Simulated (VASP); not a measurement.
Write the native input for VASP 6.6.1 that does the following.

```yaml
Task: single point
Functional: PBE
Potentials_or_basis: VASP PAW PBE potentials, release 64 (Ni, Mo_sv, Pd, Ir, W_sv)
Cutoff: 520 eV
k_mesh: 8 × 8 × 2
Occupations: fermi-dirac, width 0.05 eV
Spin: collinear spin, ferromagnetic start
Starting_moments: "[1.0, 1.0, 0.0, 0.6, 0.0] μB"
Dipole_correction: no
Further_INCAR_settings: ALGO = Normal; EDIFF = 1e-07; NBANDS = 40
```

The structure of NiMoIrPdW lies in POSCAR:

```
NiMoIrPdW
1.0
    2.3509955426     -1.4219753385      0.0157670005
    2.3509955426      1.4219753385      0.0157670005
   -2.1808524553      0.0000000000     10.9453767484
Ni Mo Pd Ir W
1 1 1 1 1
Direct
    0.4979258762      0.4979258762      0.2950786517
    0.3230494458      0.3230494458      0.9122804329
    0.2458718510      0.2458718510      0.4907736314
    0.7517141990      0.7517141990      0.1083229585
    0.6814286279      0.6814286279      0.6935543256
```

The input as run:

INCAR

```
  PREC = Accurate
  ENCUT = 520
  EDIFF = 1E-7
  ISMEAR = -1
  SIGMA = 0.05
  LREAL = F
  LASPH = T
  NELM = 150
  ALGO = Normal
  ISIF = 2
  LWAVE = F
  LCHARG = F
  ISPIN = 2
  MAGMOM = 1 1 0 0.6 0
  LORBIT = 11
  LMAXMIX = 4
  GGA = PE
  NBANDS = 40
```

KPOINTS

```
Automatic mesh
0
Gamma
  8 8 2
```

Potentials or basis: VASP PAW PBE potentials, release 64 (Ni, Mo_sv, Pd, Ir, W_sv).

Command:

```bash
$ cat potpaw_PBE.64/Ni/POTCAR potpaw_PBE.64/Mo_sv/POTCAR potpaw_PBE.64/Pd/POTCAR potpaw_PBE.64/Ir/POTCAR potpaw_PBE.64/W_sv/POTCAR > POTCAR
$ mpirun -np 1 vasp_std > vasp.out
```

Results of the run:

```yaml
Pressure: 0.4 GPa
Largest_force: 0.021 eV/Å
Net_moment: 0.00 μB per cell
Valence_electrons_inside_the_program's_atomic_spheres: Ni 9.14; Mo 12.53; Pd 9.57; Ir 8.34; W 12.04
```

It took 3.3 min on 1 thread of Intel(R) Xeon(R) 6975P-C (Granite Rapids), with other jobs on the host, peak memory 0.38 GiB.
